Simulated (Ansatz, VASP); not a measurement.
**One calculation of Sb, two programs**

The input INCAR:

```
SYSTEM = Sb
PREC = Accurate
ENCUT = 600
EDIFF = 1E-6
ISMEAR = 0
SIGMA = 0.1
LREAL = .False.
LASPH = .True.
NELM = 80
ALGO = Normal
ISIF = 3
LWAVE = .False.
LCHARG = .False.
GGA = PE
IBRION = 2
NSW = 90
EDIFFG = -0.04
```

Contents of KPOINTS:

```
regular mesh
0
Gamma
  6 6 6
  0 0 0
```

POSCAR

```
Sb
1.0
    2.6045213900      0.0000000000      0.0000000000
    0.0000000000      3.2579496400      0.0000000000
    0.0000000000      0.0000000000      3.7088088100
Sb
1
Direct
    0.5000000000      0.5000000000      0.0000000000
```

Input for Ansatz:

```yaml
crystal:
  lattice:
    - [2.60452139, 0.0, 0.0]
    - [0.0, 3.25794964, 0.0]
    - [0.0, 0.0, 3.70880881]
  atoms:
    - { symbol: Sb, position: [0.5, 0.5, 0.0] }
basis:
  ecutwfc: 420
kpoints:
  mp_grid: { grid: [6, 6, 6] }
hamiltonian:
  xc: pbe
scf:
  occupations: { method: gaussian, width: 0.1 }
  lower_state_search: "off"
output:
  forces: true
  stress: true
  eigenvalues: true
relax:
  adjacent_minimum: "off"
  f_tol: 0.04
  max_steps: 70
  cell: { stress_tol: 0.4 }
```

Alike in both runs: task relaxation of cell and atoms; functional PBE; k mesh 6 × 6 × 6; occupations gaussian, width 0.1 eV; no spin polarisation.

|  | VASP | Ansatz |
| --- | --- | --- |
| version | VASP 6.6.1 | Ansatz 0.2.0 |
| potentials or method | VASP PAW PBE potentials, release 64 (Sb), cutoff 600 eV | scalar-relativistic, plane waves, PAW |
| valence electrons in the cell | 5 | 15 |

```tsv
	VASP	Ansatz	Ansatz less VASP
gap on the k mesh at the Fermi level, each at its own relaxed structure (eV)	none	none	-
relaxed volume (Å³/atom)	30.51	30.44	-0.071
relaxed length of the cell vector where the two differ most in proportion (Å)	3.093	3.086	-0.0068
```

A gap of «none» marks a metal or a gap that the smearing closes. VASP's potentials hold 5 valence electrons a cell and Ansatz's 15, so a difference there can come from the potentials and not from the codes.

The k mesh is coarse, so the values compare programs but aren't converged. Neither program's run includes spin-orbit coupling.
